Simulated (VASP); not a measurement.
# NiO (P1) in VASP: further runs

NiO is run at these levels: PBE+U; tasks: single point.

Everything below comes from runs of VASP 6.6.1. Logs are shortened: lines on timing, memory, paths and dates and some standing lists are left out, and cuts for length are marked.

## 1. The cell of the first run

The typed cell holds 4 atoms: a = 5.439 Å, b = 2.731 Å, c = 2.920 Å, α = 63.99°, β = 62.08°, γ = 63.76°.

## 2. Single point, PBE+U, collinear spin, antiferromagnetic start

Contents of INCAR:

```
ALGO     = Normal         # electronic algorithm
EDIFF    = 1E-7           # SCF threshold, eV
ENCUT    = 520            # plane-wave cutoff, eV
GGA      = PE             # functional
ISIF     = 2              # what is computed and relaxed
ISMEAR   = -1             # smearing method
ISPIN    = 2              # spin polarisation
LASPH    = True           # aspherical terms in the spheres
LCHARG   = False          # write CHGCAR
LDAU     = True           # DFT+U
LDAUJ    = 0 0          
LDAUL    = 2 -1           # shell
LDAUPRINT= 1            
LDAUTYPE = 2            
LDAUU    = 6 0            # U, eV
LMAXMIX  = 4              # l up to which the mixer works
LORBIT   = 11             # projections on sites
LREAL    = False          # projectors in reciprocal space
LWAVE    = False          # write WAVECAR
MAGMOM   = 1.6 -1.6 0 0   # initial moments
NBANDS   = 28             # bands
NELM     = 150            # most SCF steps
PREC     = Accurate       # precision mode
SIGMA    = 0.15           # smearing width, eV
```

Contents of KPOINTS:

```
k-points
0
Gamma
  3 3 3
```

Contents of POSCAR:

```
NiO
1.0
   -3.9522051000     -0.1020713100      3.7358122600
    0.0854228000      1.9579661000      1.9022932800
   -2.0873250200      2.0348009300     -0.1622576300
Ni O
2 2
Direct
    0.7139890000      0.1005700000      0.7370600000
    1.2336490000      0.0862820000      0.7551790000
    0.9953630000      0.6362950000      1.1801460000
    1.4916730000      0.5723850000      1.2484990000
```

Potentials or basis: VASP PAW PBE potentials, release 64 (Ni, O).

The run is started by

```bash
$ cat potpaw_PBE.64/Ni/POTCAR potpaw_PBE.64/O/POTCAR > POTCAR
$ mpirun -np 1 vasp_std > vasp.out
```

OUTCAR:

```text
EDIFF = 1E-7
   ENCUT = 520
   GGA = PE
   ISIF = 2
   ISMEAR = -1
   ISPIN = 2
   LASPH = True
   LORBIT = 11
   LREAL = False
   NELM = 150
   PREC = Accurate

 ion  position               nearest neighbor table
   1  0.714  0.101  0.737-   4 1.93   4 1.94   4 1.99   3 2.08   3 2.09   3 2.17   2 2.61   2 2.80
                             2 2.83   2 2.89   2 2.94   2 2.96
   2  0.234  0.086  0.755-   3 1.82   3 1.97   4 1.98   4 2.06   4 2.10   3 2.20   1 2.61   1 2.80
                             1 2.83   1 2.89   1 2.94   1 2.96
   3  0.995  0.636  0.180-   2 1.82   2 1.97   1 2.08   1 2.09   1 2.17   2 2.20
   4  0.492  0.572  0.248-   1 1.93   1 1.94   2 1.98   1 1.99   2 2.06   2 2.10

  LATTYP: Found a triclinic cell.
 ALAT       =     2.9195321718
 B/A-ratio  =     1.0269398648
 C/A-ratio  =     1.6972754945
 COS(alpha) =     0.0132930999
 COS(beta)  =     0.3169344528
 COS(gamma) =     0.5742481952

  Lattice vectors:

 A1 = (   2.0873250200,  -2.0348009300,   0.1622576300)
 A2 = (   2.1727478200,  -0.0768348300,   2.0645509100)
 A3 = (  -1.9503028800,  -4.0948383400,   1.9957766100)

Analysis of symmetry for initial positions (statically):
=====================================================================
 Subroutine PRICEL returns:
 Original cell was already a primitive cell.

 Routine SETGRP: Setting up the symmetry group for a
 triclinic supercell.

 Subroutine GETGRP returns: Found  1 space group operations
 (whereof  1 operations were pure point group operations)
 out of a pool of  2 trial point group operations.

The static configuration has the point symmetry C_1 .

Analysis of symmetry for dynamics (positions and initial velocities):
=====================================================================
 Subroutine PRICEL returns:
 Original cell was already a primitive cell.

 Routine SETGRP: Setting up the symmetry group for a
 triclinic supercell.

 Subroutine GETGRP returns: Found  1 space group operations
 (whereof  1 operations were pure point group operations)
 out of a pool of  2 trial point group operations.

The dynamic configuration has the point symmetry C_1 .

Analysis of structural, dynamic, and magnetic symmetry:
=====================================================================
 Subroutine PRICEL returns:
 Original cell was already a primitive cell.

 Routine SETGRP: Setting up the symmetry group for a
 triclinic supercell.

 Subroutine GETGRP returns: Found  1 space group operations
 (whereof  1 operations were pure point group operations)
 out of a pool of  2 trial point group operations.

The overall configuration has the point symmetry C_1 .

 Subroutine INISYM returns: Found  1 space group operations
 (whereof  1 operations are pure point group operations),
 and found     1 'primitive' translations

----------------------------------------------------------------------------------------

                                     Primitive cell

  volume of cell :      32.8749

  direct lattice vectors                    reciprocal lattice vectors
    -3.952205100 -0.102071310  3.735812260    -0.127406671 -0.120360592  0.129604303
     0.085422800  1.957966100  1.902293280     0.230725255  0.256704257  0.251103536
[... 145 lines left out ...]
  o =  0.9826  v =  0.0000  0.0000  0.0000  0.0000  0.0000 -0.5851  0.6779  0.0422 -0.4430 -0.0026      0.0000  0.0000  0.0000  0.0000  0.0000  0.0000  0.0000  0.0000  0.0000  0.0000
  o =  0.9834  v =  0.0000  0.0000  0.0000  0.0000  0.0000  0.0970  0.6027 -0.0681  0.7880 -0.0415      0.0000  0.0000  0.0000  0.0000  0.0000  0.0000  0.0000  0.0000  0.0000  0.0000
  o =  0.9846  v =  0.0000  0.0000  0.0000  0.0000  0.0000  0.8042  0.4186  0.0158 -0.4199 -0.0374      0.0000  0.0000  0.0000  0.0000  0.0000  0.0000  0.0000  0.0000  0.0000  0.0000
  o =  0.9852  v = -0.5687  0.8168  0.0272 -0.0906 -0.0214  0.0000  0.0000  0.0000  0.0000  0.0000      0.0000  0.0000  0.0000  0.0000  0.0000  0.0000  0.0000  0.0000  0.0000  0.0000
  o =  0.9867  v =  0.6068  0.4915 -0.0720  0.6168 -0.0682  0.0000  0.0000  0.0000  0.0000  0.0000      0.0000  0.0000  0.0000  0.0000  0.0000  0.0000  0.0000  0.0000  0.0000  0.0000
  o =  0.9880  v =  0.5537  0.2974  0.0575 -0.7756 -0.0058  0.0000  0.0000  0.0000  0.0000  0.0000      0.0000  0.0000  0.0000  0.0000  0.0000  0.0000  0.0000  0.0000  0.0000  0.0000
  o =  1.0431  v = -0.0395 -0.0209 -0.8827 -0.0982 -0.4573  0.0000  0.0000  0.0000  0.0000  0.0000      0.0000  0.0000  0.0000  0.0000  0.0000  0.0000  0.0000  0.0000  0.0000  0.0000
  o =  1.0474  v =  0.0163  0.0487 -0.4599 -0.0105  0.8864  0.0000  0.0000  0.0000  0.0000  0.0000      0.0000  0.0000  0.0000  0.0000  0.0000  0.0000  0.0000  0.0000  0.0000  0.0000

atom =   2  type =  1  l = 2

 onsite density matrix

spin component  1

  0.9802  0.0006  0.0000  0.0015  0.0274
  0.0006  0.9902  0.0269 -0.0002  0.0038
  0.0000  0.0269  0.2505  0.0191  0.0217
  0.0015 -0.0002  0.0191  0.9829 -0.0542
  0.0274  0.0038  0.0217 -0.0542  0.1661

spin component  2

  0.9836  0.0007 -0.0013 -0.0004 -0.0013
  0.0007  0.9931 -0.0023  0.0002 -0.0007
 -0.0013 -0.0023  1.0694 -0.0008  0.0113
 -0.0004  0.0002 -0.0008  0.9904  0.0027
 -0.0013 -0.0007  0.0113  0.0027  1.0320

 occupancies and eigenvectors

  o =  0.1560  v = -0.0323  0.0033 -0.2377  0.0691  0.9683  0.0000  0.0000  0.0000  0.0000  0.0000      0.0000  0.0000  0.0000  0.0000  0.0000  0.0000  0.0000  0.0000  0.0000  0.0000
  o =  0.2546  v =  0.0090  0.0367 -0.9704  0.0077 -0.2385  0.0000  0.0000  0.0000  0.0000  0.0000      0.0000  0.0000  0.0000  0.0000  0.0000  0.0000  0.0000  0.0000  0.0000  0.0000
  o =  0.9811  v =  0.9956 -0.0725 -0.0004  0.0515  0.0297  0.0000  0.0000  0.0000  0.0000  0.0000      0.0000  0.0000  0.0000  0.0000  0.0000  0.0000  0.0000  0.0000  0.0000  0.0000
  o =  0.9835  v =  0.0000  0.0000  0.0000  0.0000  0.0000  0.9963 -0.0676  0.0115  0.0473  0.0213      0.0000  0.0000  0.0000  0.0000  0.0000  0.0000  0.0000  0.0000  0.0000  0.0000
  o =  0.9870  v =  0.0529  0.0477 -0.0221 -0.9950  0.0671  0.0000  0.0000  0.0000  0.0000  0.0000      0.0000  0.0000  0.0000  0.0000  0.0000  0.0000  0.0000  0.0000  0.0000  0.0000
  o =  0.9901  v =  0.0000  0.0000  0.0000  0.0000  0.0000 -0.0500 -0.0622  0.0178  0.9941 -0.0716      0.0000  0.0000  0.0000  0.0000  0.0000  0.0000  0.0000  0.0000  0.0000  0.0000
  o =  0.9912  v = -0.0697 -0.9955 -0.0376 -0.0509 -0.0045  0.0000  0.0000  0.0000  0.0000  0.0000      0.0000  0.0000  0.0000  0.0000  0.0000  0.0000  0.0000  0.0000  0.0000  0.0000
  o =  0.9931  v =  0.0000  0.0000  0.0000  0.0000  0.0000  0.0639  0.9953  0.0303  0.0655  0.0080      0.0000  0.0000  0.0000  0.0000  0.0000  0.0000  0.0000  0.0000  0.0000  0.0000
  o =  1.0291  v =  0.0000  0.0000  0.0000  0.0000  0.0000 -0.0211 -0.0030 -0.2679  0.0727  0.9605      0.0000  0.0000  0.0000  0.0000  0.0000  0.0000  0.0000  0.0000  0.0000  0.0000
  o =  1.0726  v =  0.0000  0.0000  0.0000  0.0000  0.0000  0.0189  0.0303 -0.9627  0.0008 -0.2681      0.0000  0.0000  0.0000  0.0000  0.0000  0.0000  0.0000  0.0000  0.0000  0.0000

 number of electron      32.0000004 magnetization       0.0000032

 Free energy of the ion-electron system (eV)
  ---------------------------------------------------
  ext. energy  EPLUGINS =         0.00000000
  ---------------------------------------------------
  free energy    TOTEN  =       -19.74080593 eV

  energy without entropy =      -19.74079179  energy(sigma->0) =      -19.74079886

 E-fermi :   9.6574     XC(G=0): -13.2437

 val. band max:        8.0672693569   @ k =   0.3333   0.0000   0.0000
 cond. band min:      11.3780778673   @ k =   0.0000   0.0000   0.0000
 fundamental gap:      3.3108085103
 Fermi energy:         9.6573877180

 spin component 1

 k-point     1 :       0.0000    0.0000    0.0000
  band No.  band energies     occupation
      1     -11.5587      1.00000
      2      -9.6234      1.00000
      3      -0.1020      1.00000
      4       0.7835      1.00000
      5       1.4270      1.00000
      6       3.2022      1.00000
[... 423 lines left out ...]
     27      30.3604      0.00000
     28      31.3870      0.00000
 Fermi energy:         9.6573877180

 spin component 2

 k-point     1 :       0.0000    0.0000    0.0000
  band No.  band energies     occupation
      1     -11.5670      1.00000
      2      -9.6528      1.00000
      3      -0.1369      1.00000
      4       0.9704      1.00000
      5       1.3761      1.00000
      6       3.2900      1.00000
[... 423 lines left out ...]
     27      30.3274      0.00000
     28      31.4065      0.00000

------------------------ aborting loop because EDIFF is reached ----------------------------------------

  FORCE on cell =-STRESS in cart. coord.  units (eV):
  Direction    XX          YY          ZZ          XY          YZ          ZX
  --------------------------------------------------------------------------------------
  -------------------------------------------------------------------------------------
  Total        3.7424513      4.7929613      9.1111547      0.3147122      1.4367782     -1.7428446
  in kB      182.3904712    233.5876660    444.0372494     15.3376751     70.0221920    -84.9385134
  external PRESSURE =     286.6717955 kB  Pullay stress =       0.0000000 kB

 VOLUME and BASIS-vectors are now :
 -----------------------------------------------------------------------------
  energy-cutoff  :      520.00
  volume of cell :       32.87
      direct lattice vectors                 reciprocal lattice vectors
    -3.952205100 -0.102071310  3.735812260    -0.127406671 -0.120360592  0.129604303
     0.085422800  1.957966100  1.902293280     0.230725255  0.256704257  0.251103536
    -2.087325020  2.034800930 -0.162257630    -0.228404060  0.238399932 -0.235120460

 POSITION                                       TOTAL-FORCE (eV/Angst)
 -----------------------------------------------------------------------------------
     -4.35172      1.62381      2.73905        -1.188921     -0.709943      1.491637
     -2.49236      1.68173      0.91447         0.684191     -0.098643      1.269213
     -4.25555      1.51081      4.89968        -0.135935      0.564965     -2.426299
     -2.41300      1.57617      2.88532         0.640665      0.243620     -0.334551
 -----------------------------------------------------------------------------------
    total drift:                                0.000394      0.000126      0.000351

  FREE ENERGIE OF THE ION-ELECTRON SYSTEM (eV)
  ---------------------------------------------------
  free  energy   TOTEN  =       -19.7408059253 eV

  energy  without entropy=      -19.7407917850  energy(sigma->0) =      -19.74079886

 total charge

# of ion       s       p       d       tot
------------------------------------------
    1        0.377   0.511   8.359   9.247
    2        0.396   0.548   8.402   9.346
    3        1.552   3.524   0.000   5.076
    4        1.550   3.547   0.000   5.097
--------------------------------------------------
tot          3.876   8.129  16.761  28.766

 magnetization (x)

# of ion       s       p       d       tot
------------------------------------------
    1       -0.003  -0.005   1.705   1.697
    2       -0.002   0.005  -1.695  -1.693
    3       -0.001  -0.020   0.000  -0.021
    4        0.001   0.018   0.000   0.018
--------------------------------------------------
tot         -0.006  -0.002   0.010   0.002
```

It took 21 s on 1 thread of Intel Xeon 6975P-C (Granite Rapids), shared host; peak memory 0.17 GiB.

Results:

| Item | Value |
| --- | --- |
| Free energy | -19.7408 eV |
| Pressure | 28.7 GPa |
| Largest force | 2.495 eV/Å |
| Band gap on the k mesh | 3.31 eV |
| Net moment | 0.00 μB per cell |
| Site moments | Ni +1.70, -1.69; O -0.02, +0.02 μB |
| Valence electrons inside the program's atomic spheres | Ni 9.25, 9.35; O 5.08, 5.10 |

Forces in eV/Å, atoms in the order of the input:
```
Ni  -1.189 -0.710  1.492
Ni   0.684 -0.099  1.269
O   -0.136  0.565 -2.426
O    0.641  0.244 -0.335
```

Eigenvalues of the final occupation matrices:
```tsv
site	spin	trace	eigenvalues
site 1 d	1	5.05	0.99 0.99 0.99 1.04 1.05
site 1 d	2	3.34	0.19 0.20 0.98 0.98 0.98
site 2 d	1	3.37	0.16 0.25 0.98 0.99 0.99
site 2 d	2	5.07	0.98 0.99 0.99 1.03 1.07
```

Caveat: the k points lie up to 0.89 Å⁻¹ apart; forces of over 1 eV/Å act on the atoms, so gaps and moduli don't describe the material at rest.

## 3. Single point, PBE+U, collinear spin, antiferromagnetic start

This run uses another cell than the first one, of 8.39 Å³/atom, 1.020 times its volume.

Contents of INCAR:

```
  ALGO = Normal
  EDIFF = 1E-6
  ENCUT = 520
  GGA = PE
  ISIF = 2
  ISMEAR = -1
  ISPIN = 2
  LASPH = True
  LCHARG = True
  LDAU = True
  LDAUJ = 0 0
  LDAUL = 2 -1
  LDAUPRINT = 1
  LDAUTYPE = 2
  LDAUU = 6 0
  LELF = True
  LMAXMIX = 4
  LORBIT = 11
  LREAL = False
  LVHAR = True
  LWAVE = False
  MAGMOM = 1.6 -1.6 0 0
  NBANDS = 28
  NELM = 150
  PREC = Accurate
  SIGMA = 0.15
```

KPOINTS is that of step 2.

Contents of POSCAR:

```
NiO
1.0
   -3.9789100000     -0.1027610000      3.7610550000
    0.0860000000      1.9711960000      1.9151470000
   -2.1014290000      2.0485500000     -0.1633540000
Ni O
2 2
Direct
    0.7139890000      0.1005700000      0.7370600000
    1.2336490000      0.0862820000      0.7551790000
    0.9953630000      0.6362950000      1.1801460000
    1.4916730000      0.5723850000      1.2484990000
```

Potentials or basis: VASP PAW PBE potentials, release 64 (Ni, O).

The run is started by

```bash
$ cat potpaw_PBE.64/Ni/POTCAR potpaw_PBE.64/O/POTCAR > POTCAR
$ mpirun -np 1 vasp_std > vasp.out
```

It took 22 s on 1 thread of Intel Xeon 6975P-C (Granite Rapids), shared host; peak memory 0.17 GiB.

Results (log left out):

- Free energy: -19.8499 eV
- Pressure: 23.1 GPa
- Largest force: 2.330 eV/Å
- Band gap on the k mesh: 3.21 eV
- Net moment: 0.00 μB per cell
- Site moments: Ni +1.70, -1.70; O -0.02, +0.02 μB
- Valence electrons inside the program's atomic spheres: Ni 9.20, 9.29; O 5.06, 5.08

Forces in eV/Å, atoms in the order of the input:
```
Ni  -1.139 -0.674  1.408
Ni   0.658 -0.068  1.172
O   -0.113  0.521 -2.268
O    0.594  0.221 -0.313
```

Stress tensor (GPa, compression positive):
```
13.57  1.54 -8.53
 1.54 18.10  6.97
-8.53  6.97 37.59
```

Levels at points of the mesh, in eV from the valence-band top:
Spin up:
| k point | band 14 | band 15 | band 16 | band 17 | band 18 | band 19 |
| --- | --- | --- | --- | --- | --- | --- |
| (0.00, 0.00, 0.00) | -1.20 | -0.91 | -0.80 | 3.21 | 3.97 | 4.51 |
Spin down:
| k point | band 13 | band 14 | band 15 | band 16 | band 17 | band 18 | band 19 | band 20 |
| --- | --- | --- | --- | --- | --- | --- | --- | --- |
| (0.00, 0.00, 0.00) | -1.42 | -1.16 | -1.01 | -0.51 | 3.57 | 3.85 | 4.07 | 7.02 |

Eigenvalues of the final occupation matrices:
```
    site  spin  trace               eigenvalues
site 1 d     1   5.04  0.98 0.99 0.99 1.04 1.04
site 1 d     2   3.33  0.19 0.19 0.98 0.98 0.98
site 2 d     1   3.35  0.15 0.25 0.98 0.99 0.99
site 2 d     2   5.06  0.98 0.99 0.99 1.03 1.07
```

Caveat: the k points lie up to 0.89 Å⁻¹ apart; forces of over 1 eV/Å act on the atoms, so gaps and moduli don't describe the material at rest.

[end of part 1 of 3]
